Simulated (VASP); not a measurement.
# Ti (P6_3/mmc) in VASP: further runs, part 2 of 2

VASP 6.6.1. The steps go on from the part before.

## 4. Single point, PBE

This run uses another cell than the first one, of 16.58 Å³/atom.

File INCAR:

```
ALGO = Normal ; EDIFF = 1E-7
ENCUT = 520 ; GGA = PE
ISIF = 2 ; ISMEAR = -1
LASPH = T ; LCHARG = F
LREAL = F ; LWAVE = F
NBANDS = 19 ; NELM = 60
PREC = Accurate ; SIGMA = 0.05
```

File KPOINTS:

```
k-points
0
Gamma
  10 10 6
```

File POSCAR:

```
Ti
1.0
    2.8897790207      0.0000000000      0.0000000000
   -1.4448895104      2.5026220433      0.0000000000
    0.0000000000      0.0000000000      4.5844629888
Ti
2
Direct
    0.6666666667      0.3333333333      0.7500000000
    0.3333333333      0.6666666667      0.2500000000
```

Potentials or basis: VASP PAW PBE potentials, release 64 (Ti_sv).

Command:

```
cat potpaw_PBE.64/Ti_sv/POTCAR > POTCAR
mpirun -np 1 vasp_std > vasp.out
```

Wall time 50 s (1 thread of Intel Xeon Platinum 8375C at 2.90GHz (Ice Lake), shared host); peak memory 0.17 GiB.

The run converged. Its results:

| Item | Value |
| --- | --- |
| Free energy | -15.6521 eV |
| Pressure | 5.5 GPa |
| Band gap on the k mesh | zero (bands 12 and 13 overlap by 1.01 eV) |

Stress tensor (GPa, compression positive):
```
5.66 0.00 0.00
0.00 5.66 0.00
0.00 0.00 5.16
```

Levels at points of the mesh, in eV from the Fermi level:
```csv
k point,band 8,band 9,band 10,band 11,band 12,band 13,band 14,band 15,band 16,band 17
"(0.00, 0.00, 0.00)",-32.56,-6.31,-2.80,0.81,0.81,0.89,0.92,1.34,1.34,1.72
"(0.50, 0.00, 0.00)",-32.64,-2.40,-2.29,-1.96,-0.57,0.50,0.67,1.25,3.56,3.79
"(0.00, 0.00, 0.50)",-32.62,-4.39,-4.39,0.08,0.08,0.71,0.71,0.71,0.71,2.97
"(0.50, 0.00, 0.50)",-32.74,-2.66,-2.66,-0.87,-0.87,1.47,1.47,1.83,1.83,3.70
```

Caveat: the cell stands under pressure.

## 5. Single point, LDA

This run uses another cell than the first one, of 16.93 Å³/atom.

File INCAR:

```
SYSTEM = Ti
PREC     = Accurate       ! precision mode
ENCUT    = 520            ! plane-wave cutoff, eV
EDIFF    = 1E-6           ! SCF threshold, eV
ISMEAR   = -1             ! smearing method
SIGMA    = 0.05           ! smearing width, eV
LREAL    = .False.        ! projectors in reciprocal space
LASPH    = .True.         ! aspherical terms in the spheres
NELM     = 80             ! most SCF steps
ALGO     = Normal         ! electronic algorithm
ISIF     = 2              ! what is computed and relaxed
LWAVE    = .False.        ! write WAVECAR
LCHARG   = .False.        ! write CHGCAR
NBANDS   = 19             ! bands
```

File KPOINTS:

```
Automatic mesh
0
Gamma
  10 10 6
  0 0 0
```

File POSCAR:

```
Ti
1.0
    2.9101302477      0.0000000000      0.0000000000
   -1.4550651239      2.5202467229      0.0000000000
    0.0000000000      0.0000000000      4.6167490031
Ti
2
Direct
    0.6666666667      0.3333333333      0.7500000000
    0.3333333333      0.6666666667      0.2500000000
```

Potentials or basis: VASP PAW LDA potentials, release 64 (Ti_sv).

Command:

```
cat potpaw_LDA.64/Ti_sv/POTCAR > POTCAR
mpirun -np 1 vasp_std > vasp.out
```

It took 42 s on 1 thread of Intel Xeon Platinum 8375C at 2.90GHz (Ice Lake), shared host; peak memory 0.15 GiB.

It converged, with:

```yaml
Free_energy: -17.0745 eV
Pressure: -5.9 GPa
Band_gap_on_the_k_mesh: zero (bands 12 and 13 overlap by 0.95 eV)
```

Stress tensor (GPa, compression positive):
```
-5.66  0.00  0.00
 0.00 -5.66  0.00
 0.00  0.00 -6.40
```

Levels at points of the mesh, in eV from the Fermi level:
| k point | band 9 | band 10 | band 11 | band 12 | band 13 | band 14 | band 15 | band 16 |
| --- | --- | --- | --- | --- | --- | --- | --- | --- |
| (0.00, 0.00, 0.00) | -6.18 | -2.73 | 0.77 | 0.77 | 0.88 | 0.94 | 1.29 | 1.29 |
| (0.50, 0.00, 0.00) | -2.34 | -2.22 | -1.91 | -0.51 | 0.46 | 0.64 | 1.20 | 3.45 |
| (0.00, 0.00, 0.50) | -4.29 | -4.29 | 0.09 | 0.09 | 0.67 | 0.67 | 0.67 | 0.67 |
| (0.50, 0.00, 0.50) | -2.60 | -2.60 | -0.85 | -0.85 | 1.47 | 1.47 | 1.75 | 1.75 |

Caveat: the cell stands under tension.

## 6. Single point, LDA

This run uses another cell than the first one, of 17.28 Å³/atom.

File INCAR:

```
PREC = Accurate ; ENCUT = 520
EDIFF = 1E-6 ; ISMEAR = -1
SIGMA = 0.05 ; LREAL = F
LASPH = T ; NELM = 60
ALGO = Normal ; ISIF = 2
LWAVE = F ; LCHARG = F
NBANDS = 19
```

File KPOINTS:

```
regular mesh
0
Gamma
  10 10 6
```

File POSCAR:

```
Ti
1.0
    2.9302007457      0.0000000000      0.0000000000
   -1.4651003729      2.5376282840      0.0000000000
    0.0000000000      0.0000000000      4.6485896576
Ti
2
Direct
    0.6666666667      0.3333333333      0.7500000000
    0.3333333333      0.6666666667      0.2500000000
```

Potentials or basis: VASP PAW LDA potentials, release 64 (Ti_sv).

Command:

```
cat potpaw_LDA.64/Ti_sv/POTCAR > POTCAR
mpirun -np 1 vasp_std > vasp.out
```

OUTCAR:

```text
PREC = Accurate
   ENCUT = 520
   EDIFF = 1E-6
   ISMEAR = -1
   LREAL = F
   LASPH = T
   NELM = 60
   ISIF = 2

 ion  position               nearest neighbor table
   1  0.667  0.333  0.750-   2 2.87   2 2.87   2 2.87   2 2.87   2 2.87   2 2.87
   2  0.333  0.667  0.250-   1 2.87   1 2.87   1 2.87   1 2.87   1 2.87   1 2.87

  LATTYP: Found a hexagonal cell.
 ALAT       =     2.9302007457
 C/A-ratio  =     1.5864406780

  Lattice vectors:

 A1 = (   2.9302007457,   0.0000000000,   0.0000000000)
 A2 = (  -1.4651003729,   2.5376282840,   0.0000000000)
 A3 = (   0.0000000000,   0.0000000000,   4.6485896576)

Analysis of symmetry for initial positions (statically):
=====================================================================
 Subroutine PRICEL returns:
 Original cell was already a primitive cell.

 Routine SETGRP: Setting up the symmetry group for a
 hexagonal supercell.

 Subroutine GETGRP returns: Found 24 space group operations
 (whereof 12 operations were pure point group operations)
 out of a pool of 24 trial point group operations.

The static configuration has the point symmetry D_3d.
 The point group associated with its full space group is D_6h.

Analysis of symmetry for dynamics (positions and initial velocities):
=====================================================================
 Subroutine PRICEL returns:
 Original cell was already a primitive cell.

 Routine SETGRP: Setting up the symmetry group for a
 hexagonal supercell.

 Subroutine GETGRP returns: Found 24 space group operations
 (whereof 12 operations were pure point group operations)
 out of a pool of 24 trial point group operations.

The dynamic configuration has the point symmetry D_3d.
 The point group associated with its full space group is D_6h.

 Subroutine INISYM returns: Found 24 space group operations
 (whereof 12 operations are pure point group operations),
[... 104 lines left out ...]
   POTIM  = 0.5000    time-step for ionic-motion
   TEBEG  =    0.0;   TEEND  =   0.0 temperature during run
   PSTRESS=    0.0 pullay stress
   NELECT =      24.0000    total number of electrons
   NUPDOWN=      -1.0000    fix difference up-down
   EMIN   =  10.00;   EMAX   =-10.00  energy-range for DOS
   EFERMI =   0.00;   METHOD = LEGACY
   ISMEAR =    -1;   SIGMA  =   0.05  broadening in eV -4-tet -1-fermi 0-gaus
   EFERMI_NEDOS =   21; number of points for ismear=-14 and -15
   IALGO  =     38    algorithm
   IMIX   =      4    mixing-type and parameters
     AMIX     =   0.40;   BMIX     =  1.00
     AMIX_MAG =   1.60;   BMIX_MAG =  1.00
  volume/ion in A,a.u.               =      17.28       116.63
  Fermi-wavevector in a.u.,A,eV,Ry     =   1.449650  2.739441 28.592426  2.101484
  Thomas-Fermi vector in A             =   2.567352
   LORBIT       =      0    0 simple, 1 ext, 2 COOP (PROOUT), +10 PAW based schemes
   GGA     = CA    functional components
   LHFCALC =     F    Hartree Fock is set to
   AEXX    =    0.0000 exact exchange contribution
   IVDW    =     0    specifies the selected vdW correction
   LEPSILON=     F    determine dielectric tensor
   LRPA    =     F    only Hartree local field effects (RPA)
 non-spin polarized calculation
  energy-cutoff  :      520.00
  volume of cell :       34.57
 maximum number of plane-waves:       965
 NGX is ok and might be reduce to    24
   NGX = 11   NGY = 11   NGZ = 17

 number of electron      24.0000000 magnetization

 Free energy of the ion-electron system (eV)
  ---------------------------------------------------
  ext. energy  EPLUGINS =         0.00000000
  ---------------------------------------------------
  free energy    TOTEN  =       -17.04398224 eV

  energy without entropy =      -17.02338068  energy(sigma->0) =      -17.03368146

 E-fermi :   8.1331     XC(G=0): -11.8076

 val. band max:        8.1249509836   @ k =   0.3000   0.2000   0.5000
 cond. band min:       8.1586487613   @ k =   0.1000   0.0000   0.1667
 fundamental gap:      0.0336977777
 Fermi energy:         8.1331100980

 k-point     1 :       0.0000    0.0000    0.0000
  band No.  band energies     occupation
      1     -48.0097      2.00000
      2     -47.8628      2.00000
      3     -24.9980      2.00000
      4     -24.3217      2.00000
      5     -24.3217      2.00000
      6     -24.2563      2.00000
[... 505 lines left out ...]
      6     -24.4778      2.00000
[... 11 lines left out ...]
     18      11.5754      0.00000
     19      12.3227      0.00000

 [... further k-points ...]
[... 5 lines left out ...]
  --------------------------------------------------------------------------------------
  -------------------------------------------------------------------------------------
  Total       -1.6667158     -1.6667158     -1.8236477      0.0000000      0.0000000      0.0000000
  in kB      -77.2548122    -77.2548122    -84.5288465      0.0000000      0.0000000      0.0000000
  external PRESSURE =     -79.6794903 kB  Pullay stress =       0.0000000 kB

 VOLUME and BASIS-vectors are now :
 -----------------------------------------------------------------------------
  energy-cutoff  :      520.00
  volume of cell :       34.57
      direct lattice vectors                 reciprocal lattice vectors
     2.930200746  0.000000000  0.000000000     0.341273546  0.197034374  0.000000000
    -1.465100373  2.537628284  0.000000000     0.000000000  0.394068748  0.000000000
     0.000000000  0.000000000  4.648589658     0.000000000  0.000000000  0.215119009

 POSITION                                       TOTAL-FORCE (eV/Angst)
 -----------------------------------------------------------------------------------
      1.46510      0.84588      3.48644        -0.000000      0.000000      0.000000
     -0.00000      1.69175      1.16215         0.000000      0.000000      0.000000
 -----------------------------------------------------------------------------------
    total drift:                                0.000000     -0.000000      0.000000

  FREE ENERGIE OF THE ION-ELECTRON SYSTEM (eV)
  ---------------------------------------------------
  free  energy   TOTEN  =       -17.0439822432 eV

  energy  without entropy=      -17.0233806822  energy(sigma->0) =      -17.03368146
```

Wall time 41 s (1 thread of Intel Xeon Platinum 8375C at 2.90GHz (Ice Lake), shared host); peak memory 0.15 GiB.

What came out:

| Property | Result |
| --- | --- |
| Free energy | -17.0440 eV |
| Pressure | -8.0 GPa |
| Band gap on the k mesh | zero (bands 12 and 13 overlap by 0.94 eV) |

Stress tensor (GPa, compression positive):
```
-7.73  0.00  0.00
 0.00 -7.73  0.00
 0.00  0.00 -8.45
```

Levels at points of the mesh, in eV from the Fermi level:
```
           k point  band 8  band 9  band 10  band 11  band 12  band 13  band 14  band 15  band 16  band 17
(0.00, 0.00, 0.00)  -32.35   -6.13    -2.68     0.76     0.76     0.87     0.89     1.26     1.26     1.60
(0.50, 0.00, 0.00)  -32.43   -2.32    -2.16    -1.85    -0.53     0.45     0.62     1.17     3.36     3.57
(0.00, 0.00, 0.50)  -32.40   -4.27    -4.27     0.09     0.09     0.66     0.66     0.66     0.66     2.79
(0.50, 0.00, 0.50)  -32.52   -2.54    -2.54    -0.82    -0.82     1.42     1.42     1.72     1.72     3.50
```

Caveat: the cell stands under tension.

## 7. Overview

| task | level | potentials or basis | cell | cutoff (eV) | gap on the mesh (eV) | pressure (GPa) |
| --- | --- | --- | --- | --- | --- | --- |
| relaxation of cell and atoms | RPBE | VASP PAW PBE potentials, release 64 (Ti_sv) | relaxed from a = 2.950, b = 2.950, c = 4.680 Å, angles 90.0, 90.0, 120.0°, 2 atoms | 600 | none | 0.0 |
| single point | LDA | VASP PAW LDA potentials, release 64 (Ti_sv) | a = 2.890, b = 2.890, c = 4.584 Å, angles 90.0, 90.0, 120.0°, 2 atoms | 520 | none | -3.8 |
| single point | PBE | VASP PAW PBE potentials, release 64 (Ti_sv) | a = 2.890, b = 2.890, c = 4.584 Å, angles 90.0, 90.0, 120.0°, 2 atoms | 520 | none | 5.5 |
| single point | LDA | VASP PAW LDA potentials, release 64 (Ti_sv) | a = 2.910, b = 2.910, c = 4.617 Å, angles 90.0, 90.0, 120.0°, 2 atoms | 520 | none | -5.9 |
| single point | LDA | VASP PAW LDA potentials, release 64 (Ti_sv) | a = 2.930, b = 2.930, c = 4.649 Å, angles 90.0, 90.0, 120.0°, 2 atoms | 520 | none | -8.0 |

Alike in all rows: no spin polarisation; k mesh 10 × 10 × 6; smearing fermi-dirac 0.05 eV.

Caveats: the cell stands under tension (at least some runs); the PAW data sets were made with another functional, which shifts forces and pressure a little (at least some runs); the cell stands under pressure (at least some runs).

Total energies depend on the potentials used, so only differences within one code and one set of settings carry meaning.
